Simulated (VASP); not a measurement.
# Si (I4/mmm) in VASP: notebook

Runs on Si. Level: LDA. Tasks: single point.

Everything below comes from runs of VASP 6.6.1. Logs are shortened: lines on timing, memory, paths and dates and some standing lists are left out, and cuts for length are marked.

## (1) The cell of the first run

Symmetry: I4/mmm, No. 139, tetragonal system. Conventional cell: a = 3.156 Å, b = 3.156 Å, c = 2.720 Å, α = 90.00°, β = 90.00°, γ = 90.00°. Within 3.4 Å of Si (site symmetry 4/mmm) lie 14 Si at 2.61 to 3.16 Å.

## (2) Single point, LDA (strain -0.030 along x and y, +0.030 along z)

Input file INCAR:

```
PREC     = Accurate       # precision mode
ENCUT    = 520            # plane-wave cutoff, eV
EDIFF    = 1E-7           # SCF threshold, eV
ISMEAR   = 0              # smearing method
SIGMA    = 0.15           # smearing width, eV
LREAL    = F              # projectors in reciprocal space
LASPH    = T              # aspherical terms in the spheres
NELM     = 100            # most SCF steps
ALGO     = Normal         # electronic algorithm
ISIF     = 2              # what is computed and relaxed
LWAVE    = F              # write WAVECAR
LCHARG   = F              # write CHGCAR
GGA      = CA             # functional
NBANDS   = 8              # bands
```

Input file KPOINTS:

```
Automatic mesh
0
Gamma
  22 22 22
```

Input file POSCAR:

```
Si
1.0
   -1.5781074821      1.5781074821      1.3599397455
    1.5781074821     -1.5781074821      1.3599397455
    1.5781074821      1.5781074821     -1.3599397455
Si
1
Direct
    0.0000000000      0.0000000000      0.0000000000
```

Potentials or basis: VASP PAW LDA potentials, release 64 (Si).

Command:

```sh
$ cat potpaw_LDA.64/Si/POTCAR > POTCAR
$ mpirun -np 1 vasp_std > vasp.out
```

OUTCAR:

```text
PREC = Accurate
   ENCUT = 520
   EDIFF = 1E-7
   ISMEAR = 0
   LREAL = F
   LASPH = T
   NELM = 100
   ISIF = 2
   GGA = CA

 ion  position               nearest neighbor table
   1  0.000  0.000  0.000-

  LATTYP: Found a body centered tetragonal cell.
 ALAT       =     3.1562149642
 C/A-ratio  =     0.8617535630

  Lattice vectors:

 A1 = (  -1.5781074821,   1.5781074821,   1.3599397455)
 A2 = (   1.5781074821,  -1.5781074821,   1.3599397455)
 A3 = (   1.5781074821,   1.5781074821,  -1.3599397455)

Analysis of symmetry for initial positions (statically):
=====================================================================
 Subroutine PRICEL returns:
 Original cell was already a primitive cell.

 Routine SETGRP: Setting up the symmetry group for a
 body centered tetragonal supercell.

 Subroutine GETGRP returns: Found 16 space group operations
 (whereof 16 operations were pure point group operations)
 out of a pool of 16 trial point group operations.

The static configuration has the point symmetry D_4h.

Analysis of symmetry for dynamics (positions and initial velocities):
=====================================================================
 Subroutine PRICEL returns:
 Original cell was already a primitive cell.

 Routine SETGRP: Setting up the symmetry group for a
 body centered tetragonal supercell.

 Subroutine GETGRP returns: Found 16 space group operations
 (whereof 16 operations were pure point group operations)
 out of a pool of 16 trial point group operations.

The dynamic configuration has the point symmetry D_4h.

 Subroutine INISYM returns: Found 16 space group operations
 (whereof 16 operations are pure point group operations),
 and found     1 'primitive' translations

----------------------------------------------------------------------------------------

                                     Primitive cell

  volume of cell :      13.5473

  direct lattice vectors                    reciprocal lattice vectors
    -1.578107482  1.578107482  1.359939745     0.000000000  0.316835200  0.367663348
     1.578107482 -1.578107482  1.359939745     0.316835200  0.000000000  0.367663348
     1.578107482  1.578107482 -1.359939745     0.316835200  0.316835200  0.000000000

  length of vectors
     2.613480928  2.613480928  2.613480928     0.485346146  0.485346146  0.448072637

  position of ions in fractional coordinates (direct lattice)
     0.000000000  0.000000000  0.000000000

  ion indices of the primitive-cell ions
   primitive index   ion index
                 1           1

----------------------------------------------------------------------------------------

 KPOINTS: Automatic mesh

Automatic generation of k-mesh.
 Grid dimensions read from file:
 generate k-points for:   22   22   22

 Generating k-lattice:

  Cartesian coordinates                     Fractional coordinates (reciprocal lattice)
     0.000000000  0.014401600  0.016711970     0.045454545  0.000000000 -0.000000000
     0.014401600  0.000000000  0.016711970     0.000000000  0.045454545 -0.000000000
     0.014401600  0.014401600  0.000000000     0.000000000  0.000000000  0.045454545

  Length of vectors
     0.022061188  0.022061188  0.020366938

  Shift w.r.t. Gamma in fractional coordinates (k-lattice)
     0.000000000  0.000000000  0.000000000

 Subroutine IBZKPT returns following result:
 ===========================================

 Found    834 irreducible k-points:

 Following reciprocal coordinates:
            Coordinates               Weight
  0.000000  0.000000  0.000000      1.000000
  0.045455  0.000000  0.000000      8.000000
  0.090909  0.000000  0.000000      8.000000
  0.136364 -0.000000  0.000000      8.000000
  0.181818  0.000000  0.000000      8.000000
  0.227273  0.000000  0.000000      8.000000
[... 16 lines left out ...]
  0.500000  0.045455  0.000000     16.000000
 -0.454545  0.045455 -0.000000     16.000000
 [... further k-points ...]
   k-points           NKPTS =    834   k-points in BZ     NKDIM =    834   number of bands    NBANDS=      8
   number of dos      NEDOS =    301   number of ions     NIONS =      1
   total plane-waves  NPLWV =   8000
   dimension x,y,z NGX =    20 NGY =   20 NGZ =   20
   dimension x,y,z NGXF=    40 NGYF=   40 NGZF=   40
   ions per type =               1
   NGX,Y,Z   is equivalent  to a cutoff of  12.72, 12.72, 12.72 a.u.
   NGXF,Y,Z  is equivalent  to a cutoff of  25.44, 25.44, 25.44 a.u.
 SYSTEM =  unknown system
   PREC   = accura    normal or accurate (medium, high low for compatibility)
   ISTART =      0    job   : 0-new  1-cont  2-samecut
   ICHARG =      2    charge: 1-file 2-atom 10-const
   ISPIN  =      1    spin polarized calculation?
   LNONCOLLINEAR =      F non collinear calculations
   LSORBIT =      F    spin-orbit coupling
   LASPH  =      T    aspherical Exc in radial PAW
   ENCUT  =  520.0 eV  38.22 Ry    6.18 a.u.   4.86  4.86  4.86*2*pi/ulx,y,z
   NELM   =    100;   NELMIN=  2; NELMDL= -5     # of ELM steps
   EDIFF  = 0.1E-06   stopping-criterion for ELM
   LREAL  =      F    real-space projection
   EDIFFG = 0.1E-05   stopping-criterion for IOM
   NSW    =      0    number of steps for IOM
   IBRION =     -1    ionic relax: 0-MD 1-quasi-New 2-CG
   NFREE  =      0    steps in history (QN), initial steepest desc. (CG)
   ISIF   =      2    stress and relaxation
   ISYM   =      2    0-nonsym 1-usesym 2-fastsym
   POTIM  = 0.5000    time-step for ionic-motion
   TEBEG  =    0.0;   TEEND  =   0.0 temperature during run
   PSTRESS=    0.0 pullay stress
   NELECT =       4.0000    total number of electrons
   NUPDOWN=      -1.0000    fix difference up-down
   EMIN   =  10.00;   EMAX   =-10.00  energy-range for DOS
   EFERMI =   0.00;   METHOD = LEGACY
   ISMEAR =     0;   SIGMA  =   0.15  broadening in eV -4-tet -1-fermi 0-gaus
   EFERMI_NEDOS =   21; number of points for ismear=-14 and -15
   IALGO  =     38    algorithm
   IMIX   =      4    mixing-type and parameters
     AMIX     =   0.40;   BMIX     =  1.00
     AMIX_MAG =   1.60;   BMIX_MAG =  1.00
  volume/ion in A,a.u.               =      13.55        91.42
  Fermi-wavevector in a.u.,A,eV,Ry     =   1.090127  2.060042 16.168858  1.188378
  Thomas-Fermi vector in A             =   2.226345
   LORBIT       =      0    0 simple, 1 ext, 2 COOP (PROOUT), +10 PAW based schemes
   GGA     = CA    functional components
   LHFCALC =     F    Hartree Fock is set to
   AEXX    =    0.0000 exact exchange contribution
   IVDW    =     0    specifies the selected vdW correction
   LEPSILON=     F    determine dielectric tensor
   LRPA    =     F    only Hartree local field effects (RPA)
 non-spin polarized calculation
 Gauss-broadening in eV      SIGMA  =   0.15
  energy-cutoff  :      520.00
  volume of cell :       13.55
 maximum number of plane-waves:       377
   NGX =  9   NGY =  9   NGZ =  9

 number of electron       4.0000000 magnetization

 Free energy of the ion-electron system (eV)
  ---------------------------------------------------
  ext. energy  EPLUGINS =         0.00000000
  ---------------------------------------------------
  free energy    TOTEN  =        -5.55461152 eV

  energy without entropy =       -5.55006526  energy(sigma->0) =       -5.55233839

 E-fermi :  10.9535     XC(G=0): -11.5277

 val. band max:       10.9505278111   @ k =   0.2727   0.1818   0.0909
 cond. band min:      10.9620726455   @ k =  -0.2727   0.3182   0.1818
 fundamental gap:      0.0115448344
 Fermi energy:        10.9534603849

 k-point     1 :       0.0000    0.0000    0.0000
  band No.  band energies     occupation
      1      -3.9892      2.00000
      2      21.4665      0.00000
      3      22.0695      0.00000
      4      22.0695      0.00000
      5      24.3734      0.00000
      6      25.1060      0.00000
      7      25.4259      0.00000
      8      25.4259      0.00000

 k-point     2 :       0.0455    0.0000    0.0000
  band No.  band energies     occupation
      1      -3.9186      2.00000
      2      20.6969      0.00000
      3      21.8130      0.00000
      4      22.7783      0.00000
      5      23.4634      0.00000
      6      25.2402      0.00000
      7      25.4609      0.00000
      8      25.6189      0.00000

 k-point     3 :       0.0909    0.0000    0.0000
  band No.  band energies     occupation
      1      -3.7069      2.00000
      2      19.7625      0.00000
      3      21.1129      0.00000
      4      21.9075      0.00000
      5      23.0613      0.00000
      6      25.3074      0.00000
      7      25.3934      0.00000
      8      26.3952      0.00000

 k-point     4 :       0.1364   -0.0000    0.0000
  band No.  band energies     occupation
      1      -3.3546      2.00000
      2      18.9178      0.00000
      3      19.5119      0.00000
      4      20.8669      0.00000
      5      22.3973      0.00000
      6      24.7652      0.00000
      7      26.4790      0.00000
      8      27.3742      0.00000

 k-point     5 :       0.1818    0.0000    0.0000
  band No.  band energies     occupation
      1      -2.8625      2.00000
      2      17.4439      0.00000
      3      18.1826      0.00000
      4      20.2095      0.00000
      5      21.4748      0.00000
      6      24.0282      0.00000
      7      27.9481      0.00000
      8      28.2439      0.00000
[... 177 lines left out ...]
 k-point    22 :       0.4545    0.0455    0.0000
  band No.  band energies     occupation
      1       3.7924      2.00000
      2       5.0838      2.00000
      3      15.5442      0.00000
      4      16.9435      0.00000
      5      19.0610      0.00000
      6      21.1126      0.00000
      7      29.9020      0.00000
      8      34.4018      0.00000

 k-point    23 :       0.5000    0.0455    0.0000
  band No.  band energies     occupation
      1       3.5813      2.00000
      2       5.3140      2.00000
      3      15.3879      0.00000
      4      17.0829      0.00000
      5      18.9914      0.00000
      6      21.2399      0.00000
      7      30.4694      0.00000
      8      33.8488      0.00000

 k-point    24 :      -0.4545    0.0455   -0.0000
  band No.  band energies     occupation
      1       2.2327      2.00000
      2       6.9285      2.00000
      3      15.3416      0.00000
      4      17.3381      0.00000
      5      19.0417      0.00000
      6      21.5090      0.00000
      7      30.7108      0.00000
      8      33.8013      0.00000

 [... further k-points ...]
[... 5 lines left out ...]
  --------------------------------------------------------------------------------------
  -------------------------------------------------------------------------------------
  Total        0.3720051      0.3720051      0.0932742      0.0000000     -0.0000000      0.0000000
  in kB       43.9953432     43.9953432     11.0311110      0.0000000     -0.0000000      0.0000000
  external PRESSURE =      33.0072658 kB  Pullay stress =       0.0000000 kB

 VOLUME and BASIS-vectors are now :
 -----------------------------------------------------------------------------
  energy-cutoff  :      520.00
  volume of cell :       13.55
      direct lattice vectors                 reciprocal lattice vectors
    -1.578107482  1.578107482  1.359939745     0.000000000  0.316835200  0.367663348
     1.578107482 -1.578107482  1.359939745     0.316835200  0.000000000  0.367663348
     1.578107482  1.578107482 -1.359939745     0.316835200  0.316835200  0.000000000

 POSITION                                       TOTAL-FORCE (eV/Angst)
 -----------------------------------------------------------------------------------
      0.00000      0.00000      0.00000         0.000000     -0.000000      0.000000
 -----------------------------------------------------------------------------------
    total drift:                                0.000000      0.000000     -0.000000

  FREE ENERGIE OF THE ION-ELECTRON SYSTEM (eV)
  ---------------------------------------------------
  free  energy   TOTEN  =        -5.5546115157 eV

  energy  without entropy=       -5.5500652595  energy(sigma->0) =       -5.55233839
```

It took 24 s on 1 thread of Intel Xeon Platinum 8559C (Emerald Rapids), shared host; peak memory 0.17 GiB.

Results:

| Quantity | Value |
| --- | --- |
| Free energy | -5.5546 eV |
| Pressure | 3.3 GPa |
| Band gap on the k mesh | zero (band 2 reaches 21.63 eV, above the bottom of band 3 at 6.91 eV) |

Caveat: the cell differs from its parent crystal (strain -0.030 along x and y, +0.030 along z).

## (3) Single point, LDA (strain +0.000 along x and y, -0.030 along z)

Input file INCAR:

```
SYSTEM = Si
PREC = Accurate
ENCUT = 520
EDIFF = 1E-7
ISMEAR = 0
SIGMA = 0.15
LREAL = .FALSE.
LASPH = .TRUE.
NELM = 60
ALGO = Normal
ISIF = 2
LWAVE = .FALSE.
LCHARG = .FALSE.
GGA = CA
NBANDS = 8
```

Input file KPOINTS:

```
Automatic mesh
0
G
  22 22 22
  0 0 0
```

Input file POSCAR:

```
Si
1.0
   -1.6269149300      1.6269149300      1.2807199545
    1.6269149300     -1.6269149300      1.2807199545
    1.6269149300      1.6269149300     -1.2807199545
Si
1
Direct
    0.0000000000      0.0000000000      0.0000000000
```

Potentials or basis: VASP PAW LDA potentials, release 64 (Si).

Command:

```sh
$ cat potpaw_LDA.64/Si/POTCAR > POTCAR
$ mpirun -np 1 vasp_std > vasp.out
```

It took 24 s on 1 thread of Intel Xeon Platinum 8559C (Emerald Rapids), shared host; peak memory 0.17 GiB.

Results (log left out):

```yaml
Free_energy: -5.5617 eV
Pressure: 3.2 GPa
Band_gap_on_the_k_mesh: zero (band 2 reaches 20.44 eV, above the bottom of band 3 at 7.39 eV)
```

Stress tensor (GPa, compression positive):
```
2.67 0.00 0.00
0.00 2.67 0.00
0.00 0.00 4.27
```

Levels at points of the mesh, in eV from the Fermi level:
| k point | band 1 | band 2 | band 3 | band 4 | band 5 |
| --- | --- | --- | --- | --- | --- |
| (0.00, 0.00, 0.00) | -15.00 | 9.23 | 9.92 | 9.92 | 12.61 |
| (0.50, 0.00, 0.00) | -6.54 | -5.94 | 4.85 | 6.19 | 6.48 |
| (0.50, 0.50, 0.00) | -8.86 | -7.65 | 9.89 | 12.05 | 12.24 |
| (0.50, 0.50, 0.50) | -2.70 | -2.70 | -1.88 | 0.96 | 5.10 |

Caveat: the cell differs from its parent crystal (strain +0.000 along x and y, -0.030 along z).
